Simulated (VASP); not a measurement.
Write the native input for VASP 6.6.1 that does the following.

* Task: single point
* Functional: PBEsol
* Potentials or basis: VASP PAW PBE potentials, release 64 (Ni, H)
* Cutoff: 520 eV
* k mesh: 21 × 21 × 10
* Occupations: gaussian, width 0.1 eV
* Spin: no spin polarisation
* Dipole correction: no
* Further INCAR settings: ALGO = Normal; EDIFF = 1e-06; NBANDS = 18

The structure of Ni2H lies in POSCAR:

```
Ni2H
1.0
    2.3860810786      0.0000000000      0.0000000000
   -1.1930405393      2.0664068295      0.0000000000
    0.0000000000      0.0000000000      3.9529721452
Ni H
2 1
Direct
    0.6666666667      0.3333333333      0.7680656857
    0.3333333333      0.6666666667      0.2879430942
    0.0000000000      0.0000000000      0.0279912202
```

The input as run:

INCAR

```
SYSTEM = Ni2H
PREC     = Accurate       ! precision mode
ENCUT    = 520            ! plane-wave cutoff, eV
EDIFF    = 1E-6           ! SCF threshold, eV
ISMEAR   = 0              ! smearing method
SIGMA    = 0.1            ! smearing width, eV
LREAL    = .False.        ! projectors in reciprocal space
LASPH    = .True.         ! aspherical terms in the spheres
NELM     = 100            ! most SCF steps
ALGO     = Normal         ! electronic algorithm
ISIF     = 2              ! what is computed and relaxed
LWAVE    = .False.        ! write WAVECAR
LCHARG   = .False.        ! write CHGCAR
GGA      = PS             ! functional
NBANDS   = 18             ! bands
```

KPOINTS

```
Automatic mesh
0
Gamma
  21 21 10
  0 0 0
```

Potentials or basis: VASP PAW PBE potentials, release 64 (Ni, H).

Command:

```bash
$ cat potpaw_PBE.64/Ni/POTCAR potpaw_PBE.64/H/POTCAR > POTCAR
$ mpirun -np 1 vasp_std > vasp.out
```

It gave:

```yaml
Pressure: 49.9 GPa
Largest_force: 0.046 eV/Å
Band_gap_on_the_k_mesh: zero (an odd number of electrons rules out a gap without spin polarisation)
```

Caveat: the cell stands under pressure; the PAW data sets were made with another functional, which shifts forces and pressure a little.

It took 55 s on 1 thread of AMD EPYC 9R45 96-Core Processor (Zen 5), with other jobs on the host, peak memory 0.21 GiB.
